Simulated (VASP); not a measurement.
# Cu (I4/mmm) in VASP: notebook

Cu is run at these levels: LDA; tasks: single point.

Program: VASP 6.6.1. These are calculated values, not measurements. Logs are shortened: lines on timing, memory, paths and dates and some standing lists are left out, and cuts for length are marked.

### Step 1. The cell of the first run

Symmetry: I4/mmm, No. 139, tetragonal system. The conventional cell has a = 2.926 Å, b = 2.926 Å, c = 2.716 Å, α = 90.00°, β = 90.00°, γ = 90.00°. Within 3.3 Å of Cu (site symmetry 4/mmm) lie 14 Cu at 2.47 to 2.93 Å.

### Step 2. Single point, LDA

INCAR

```
SYSTEM = Cu
  PREC = Accurate
  ENCUT = 820
  EDIFF = 1E-6
  ISMEAR = 0
  SIGMA = 0.15
  LREAL = .FALSE.
  LASPH = .TRUE.
  NELM = 120
  ALGO = Normal
  ISIF = 2
  LWAVE = .FALSE.
  LCHARG = .FALSE.
  NBANDS = 16
  GGA_COMPAT = .FALSE.
```

KPOINTS

```
Automatic mesh
0
G
  22 22 22
  0 0 0
```

POSCAR

```
Cu
1.0
   -1.4631000000      1.4631000000      1.3578500000
    1.4631000000     -1.4631000000      1.3578500000
    1.4631000000      1.4631000000     -1.3578500000
Cu
1
Direct
    0.0000000000      0.0000000000      0.0000000000
```

Potentials or basis: VASP PAW LDA potentials, release 64 (Cu_sv_GW).

Launch:

```
> cat potpaw_LDA.64/Cu_sv_GW/POTCAR > POTCAR
> mpirun -np 1 vasp_std > vasp.out
```

OUTCAR:

```text
SYSTEM = Cu
   PREC = Accurate
   ENCUT = 820
   EDIFF = 1E-6
   ISMEAR = 0
   LREAL = .FALSE.
   LASPH = .TRUE.
   NELM = 120
   ISIF = 2

 ion  position               nearest neighbor table
   1  0.000  0.000  0.000-

  LATTYP: Found a body centered tetragonal cell.
 ALAT       =     2.9262000000
 C/A-ratio  =     0.9280637004

  Lattice vectors:

 A1 = (  -1.4631000000,   1.4631000000,   1.3578500000)
 A2 = (   1.4631000000,  -1.4631000000,   1.3578500000)
 A3 = (   1.4631000000,   1.4631000000,  -1.3578500000)

Analysis of symmetry for initial positions (statically):
=====================================================================
 Subroutine PRICEL returns:
 Original cell was already a primitive cell.

 Routine SETGRP: Setting up the symmetry group for a
 body centered tetragonal supercell.

 Subroutine GETGRP returns: Found 16 space group operations
 (whereof 16 operations were pure point group operations)
 out of a pool of 16 trial point group operations.

The static configuration has the point symmetry D_4h.

Analysis of symmetry for dynamics (positions and initial velocities):
=====================================================================
 Subroutine PRICEL returns:
 Original cell was already a primitive cell.

 Routine SETGRP: Setting up the symmetry group for a
 body centered tetragonal supercell.

 Subroutine GETGRP returns: Found 16 space group operations
 (whereof 16 operations were pure point group operations)
 out of a pool of 16 trial point group operations.

The dynamic configuration has the point symmetry D_4h.

 Subroutine INISYM returns: Found 16 space group operations
 (whereof 16 operations are pure point group operations),
 and found     1 'primitive' translations

----------------------------------------------------------------------------------------

                                     Primitive cell

  volume of cell :      11.6268

  direct lattice vectors                    reciprocal lattice vectors
    -1.463100000  1.463100000  1.357850000     0.000000000  0.341740141  0.368229186
     1.463100000 -1.463100000  1.357850000     0.341740141  0.000000000  0.368229186
     1.463100000  1.463100000 -1.357850000     0.341740141  0.341740141  0.000000000

  length of vectors
     2.474889865  2.474889865  2.474889865     0.502373424  0.502373424  0.483293542

  position of ions in fractional coordinates (direct lattice)
     0.000000000  0.000000000  0.000000000

  ion indices of the primitive-cell ions
   primitive index   ion index
                 1           1

----------------------------------------------------------------------------------------

 KPOINTS: Automatic mesh

Automatic generation of k-mesh.
 Grid dimensions read from file:
 generate k-points for:   22   22   22

 Generating k-lattice:

  Cartesian coordinates                     Fractional coordinates (reciprocal lattice)
     0.000000000  0.015533643  0.016737690     0.045454545 -0.000000000  0.000000000
     0.015533643  0.000000000  0.016737690    -0.000000000  0.045454545  0.000000000
     0.015533643  0.015533643  0.000000000     0.000000000  0.000000000  0.045454545

  Length of vectors
     0.022835156  0.022835156  0.021967888

  Shift w.r.t. Gamma in fractional coordinates (k-lattice)
     0.000000000  0.000000000  0.000000000

 Subroutine IBZKPT returns following result:
 ===========================================

 Found    834 irreducible k-points:

 Following reciprocal coordinates:
            Coordinates               Weight
  0.000000  0.000000  0.000000      1.000000
  0.045455  0.000000 -0.000000      8.000000
  0.090909  0.000000 -0.000000      8.000000
  0.136364  0.000000 -0.000000      8.000000
  0.181818  0.000000 -0.000000      8.000000
  0.227273  0.000000 -0.000000      8.000000
[... 16 lines left out ...]
  0.500000  0.045455 -0.000000     16.000000
 -0.454545  0.045455  0.000000     16.000000
 [... further k-points ...]
   k-points           NKPTS =    834   k-points in BZ     NKDIM =    834   number of bands    NBANDS=     16
   number of dos      NEDOS =    301   number of ions     NIONS =      1
   total plane-waves  NPLWV =  13824
   dimension x,y,z NGX =    24 NGY =   24 NGZ =   24
   dimension x,y,z NGXF=    48 NGYF=   48 NGZF=   48
   ions per type =               1
   NGX,Y,Z   is equivalent  to a cutoff of  16.12, 16.12, 16.12 a.u.
   NGXF,Y,Z  is equivalent  to a cutoff of  32.24, 32.24, 32.24 a.u.
 SYSTEM =  Cu
   PREC   = accura    normal or accurate (medium, high low for compatibility)
   ISTART =      0    job   : 0-new  1-cont  2-samecut
   ICHARG =      2    charge: 1-file 2-atom 10-const
   ISPIN  =      1    spin polarized calculation?
   LNONCOLLINEAR =      F non collinear calculations
   LSORBIT =      F    spin-orbit coupling
   LASPH  =      T    aspherical Exc in radial PAW
   ENCUT  =  820.0 eV  60.27 Ry    7.76 a.u.   5.78  5.78  5.78*2*pi/ulx,y,z
   NELM   =    120;   NELMIN=  2; NELMDL= -5     # of ELM steps
   EDIFF  = 0.1E-05   stopping-criterion for ELM
   LREAL  =      F    real-space projection
   EDIFFG = 0.1E-04   stopping-criterion for IOM
   NSW    =      0    number of steps for IOM
   IBRION =     -1    ionic relax: 0-MD 1-quasi-New 2-CG
   NFREE  =      0    steps in history (QN), initial steepest desc. (CG)
   ISIF   =      2    stress and relaxation
   ISYM   =      2    0-nonsym 1-usesym 2-fastsym
   POTIM  = 0.5000    time-step for ionic-motion
   TEBEG  =    0.0;   TEEND  =   0.0 temperature during run
   PSTRESS=    0.0 pullay stress
   NELECT =      19.0000    total number of electrons
   NUPDOWN=      -1.0000    fix difference up-down
   EMIN   =  10.00;   EMAX   =-10.00  energy-range for DOS
   EFERMI =   0.00;   METHOD = LEGACY
   ISMEAR =     0;   SIGMA  =   0.15  broadening in eV -4-tet -1-fermi 0-gaus
   EFERMI_NEDOS =   21; number of points for ismear=-14 and -15
   IALGO  =     38    algorithm
   IMIX   =      4    mixing-type and parameters
     AMIX     =   0.40;   BMIX     =  1.00
     AMIX_MAG =   1.60;   BMIX_MAG =  1.00
  volume/ion in A,a.u.               =      11.63        78.46
  Fermi-wavevector in a.u.,A,eV,Ry     =   1.928292  3.643943 50.590671  3.718309
  Thomas-Fermi vector in A             =   2.961013
   LORBIT       =      0    0 simple, 1 ext, 2 COOP (PROOUT), +10 PAW based schemes
   GGA     = CA    functional components
   LHFCALC =     F    Hartree Fock is set to
   AEXX    =    0.0000 exact exchange contribution
   IVDW    =     0    specifies the selected vdW correction
   LEPSILON=     F    determine dielectric tensor
   LRPA    =     F    only Hartree local field effects (RPA)
 non-spin polarized calculation
 Gauss-broadening in eV      SIGMA  =   0.15
  energy-cutoff  :      820.00
  volume of cell :       11.63
 maximum number of plane-waves:       635
   NGX = 11   NGY = 11   NGZ = 11

 number of electron      19.0000006 magnetization

 Free energy of the ion-electron system (eV)
  ---------------------------------------------------
  ext. energy  EPLUGINS =         0.00000000
  ---------------------------------------------------
  free energy    TOTEN  =        -4.80167908 eV

  energy without entropy =       -4.79726758  energy(sigma->0) =       -4.79947333

 E-fermi :   7.3937     XC(G=0): -13.9233

 val. band max:        7.3919469642   @ k =   0.5000   0.1818   0.1364
 cond. band min:       7.3995814737   @ k =   0.5000   0.2273   0.0909
 fundamental gap:      0.0076345096
 Fermi energy:         7.3936918303

 k-point     1 :       0.0000    0.0000    0.0000
  band No.  band energies     occupation
      1    -104.1549      2.00000
      2     -62.0508      2.00000
      3     -62.0452      2.00000
      4     -62.0452      2.00000
      5      -2.1328      2.00000
      6       4.0116      2.00000
[... 8 lines left out ...]
     15      35.8045      0.00000
     16      35.8058      0.00000

 k-point     2 :       0.0455    0.0000   -0.0000
  band No.  band energies     occupation
      1    -104.1545      2.00000
      2     -62.0523      2.00000
      3     -62.0460      2.00000
      4     -62.0460      2.00000
      5      -2.0497      2.00000
      6       4.0208      2.00000
[... 8 lines left out ...]
     15      34.9931      0.00000
     16      35.4676      0.00000

 k-point     3 :       0.0909    0.0000   -0.0000
  band No.  band energies     occupation
      1    -104.1532      2.00000
      2     -62.0583      2.00000
      3     -62.0486      2.00000
      4     -62.0470      2.00000
      5      -1.8024      2.00000
      6       4.0261      2.00000
[... 8 lines left out ...]
     15      34.1704      0.00000
     16      35.3249      0.00000

 k-point     4 :       0.1364    0.0000   -0.0000
  band No.  band energies     occupation
      1    -104.1514      2.00000
      2     -62.0692      2.00000
      3     -62.0528      2.00000
      4     -62.0476      2.00000
      5      -1.3971      2.00000
      6       3.9889      2.00000
[... 8 lines left out ...]
     15      33.3961      0.00000
     16      35.6483      0.00000

 k-point     5 :       0.1818    0.0000   -0.0000
  band No.  band energies     occupation
      1    -104.1493      2.00000
      2     -62.0837      2.00000
      3     -62.0583      2.00000
      4     -62.0481      2.00000
      5      -0.8469      2.00000
      6       3.9089      2.00000
[... 8 lines left out ...]
     15      32.7588      0.00000
     16      36.2262      0.00000

 k-point     6 :       0.2273    0.0000   -0.0000
  band No.  band energies     occupation
      1    -104.1467      2.00000
      2     -62.1003      2.00000
      3     -62.0644      2.00000
      4     -62.0486      2.00000
      5      -0.1765      2.00000
      6       3.8051      2.00000
[... 8 lines left out ...]
     15      32.2667      0.00000
     16      36.9784      0.00000
[... 267 lines left out ...]
 k-point    21 :       0.4091    0.0455   -0.0000
  band No.  band energies     occupation
      1    -104.1371      2.00000
      2     -62.1640      2.00000
      3     -62.0889      2.00000
      4     -62.0515      2.00000
      5       2.2129      2.00000
      6       3.3954      2.00000
[... 8 lines left out ...]
     15      31.7890      0.00000
     16      39.6220      0.00000

 k-point    22 :       0.4545    0.0455   -0.0000
  band No.  band energies     occupation
      1    -104.1364      2.00000
      2     -62.1685      2.00000
      3     -62.0909      2.00000
      4     -62.0515      2.00000
      5       2.2704      2.00000
      6       3.3655      2.00000
[... 8 lines left out ...]
     15      31.7971      0.00000
     16      40.3541      0.00000

 k-point    23 :       0.5000    0.0455   -0.0000
  band No.  band energies     occupation
      1    -104.1365      2.00000
      2     -62.1683      2.00000
      3     -62.0909      2.00000
      4     -62.0514      2.00000
      5       2.2682      2.00000
      6       3.3669      2.00000
[... 8 lines left out ...]
     15      31.8458      0.00000
     16      40.9514      0.00000

 k-point    24 :      -0.4545    0.0455    0.0000
  band No.  band energies     occupation
      1    -104.1372      2.00000
      2     -62.1633      2.00000
      3     -62.0890      2.00000
      4     -62.0511      2.00000
      5       2.2043      2.00000
      6       3.3991      2.00000
[... 8 lines left out ...]
     15      31.9378      0.00000
     16      41.3197      0.00000

 [... further k-points ...]
[... 5 lines left out ...]
  --------------------------------------------------------------------------------------
  -------------------------------------------------------------------------------------
  Total       -0.7530852     -0.7530852     -0.7486356      0.0000000     -0.0000000      0.0000000
  in kB     -103.7755151   -103.7755151   -103.1623611      0.0000000     -0.0000000      0.0000000
  external PRESSURE =    -103.5711304 kB  Pullay stress =       0.0000000 kB

 VOLUME and BASIS-vectors are now :
 -----------------------------------------------------------------------------
  energy-cutoff  :      820.00
  volume of cell :       11.63
      direct lattice vectors                 reciprocal lattice vectors
    -1.463100000  1.463100000  1.357850000     0.000000000  0.341740141  0.368229186
     1.463100000 -1.463100000  1.357850000     0.341740141  0.000000000  0.368229186
     1.463100000  1.463100000 -1.357850000     0.341740141  0.341740141  0.000000000

 POSITION                                       TOTAL-FORCE (eV/Angst)
 -----------------------------------------------------------------------------------
      0.00000      0.00000      0.00000         0.000000      0.000000     -0.000000
 -----------------------------------------------------------------------------------
    total drift:                                0.000000      0.000000      0.000000

  FREE ENERGIE OF THE ION-ELECTRON SYSTEM (eV)
  ---------------------------------------------------
  free  energy   TOTEN  =        -4.8016790769 eV

  energy  without entropy=       -4.7972675779  energy(sigma->0) =       -4.79947333
```

Run time: 84 s. Hardware: 1 thread of Intel Xeon 6975P-C (Granite Rapids), shared host; peak memory 0.45 GiB.

Results:

```
Free energy            : -4.8017 eV
Pressure               : -10.4 GPa
Band gap on the k mesh : zero (an odd number of electrons rules out a gap without spin polarisation)
```

Caveat: the cell stands under tension.

### Step 3. Single point, LDA

This run uses another cell than the first one, of 10.13 Å³/atom.

INCAR

```
PREC = Accurate
ENCUT = 520
EDIFF = 1E-7
ISMEAR = 0
SIGMA = 0.15
LREAL = F
LASPH = T
NELM = 80
ALGO = Fast
ISIF = 2
LWAVE = F
LCHARG = F
NBANDS = 12
```

KPOINTS

```
Automatic mesh
0
Gamma
  22 22 22
```

POSCAR

```
Cu
1.0
   -1.4095500000      1.4095500000      1.2740500000
    1.4095500000     -1.4095500000      1.2740500000
    1.4095500000      1.4095500000     -1.2740500000
Cu
1
Direct
    0.0000000000      0.0000000000      0.0000000000
```

Potentials or basis: VASP PAW LDA potentials, release 64 (Cu).

Launch:

```
> cat potpaw_LDA.64/Cu/POTCAR > POTCAR
> mpirun -np 1 vasp_std > vasp.out
```

Wall time 89 s (1 thread of Intel Xeon Platinum 8275CL at 3.00GHz (Skylake/Cascade Lake), shared host); peak memory 0.21 GiB.

The run converged. Its results:

* Free energy: -4.6214 eV
* Pressure: 18.4 GPa
* Band gap on the k mesh: zero (an odd number of electrons rules out a gap without spin polarisation)

Stress tensor (GPa, compression positive):
```
17.76  0.00  0.00
 0.00 17.76  0.00
 0.00  0.00 19.82
```

Levels at points of the mesh, in eV from the Fermi level:
```
           k point  band 4  band 5  band 6  band 7  band 8  band 9
(0.00, 0.00, 0.00)   -3.53   -2.79   -2.22   25.32   25.32   28.46
(0.50, 0.00, 0.00)   -2.04   -1.53   -0.69    5.65   17.92   18.38
(0.50, 0.50, 0.00)   -2.44   -1.58   -1.57    4.41   20.70   21.79
(0.50, 0.50, 0.50)   -1.77   -1.65    7.46    7.46   11.81   13.82
```

Caveat: the cell stands under pressure.
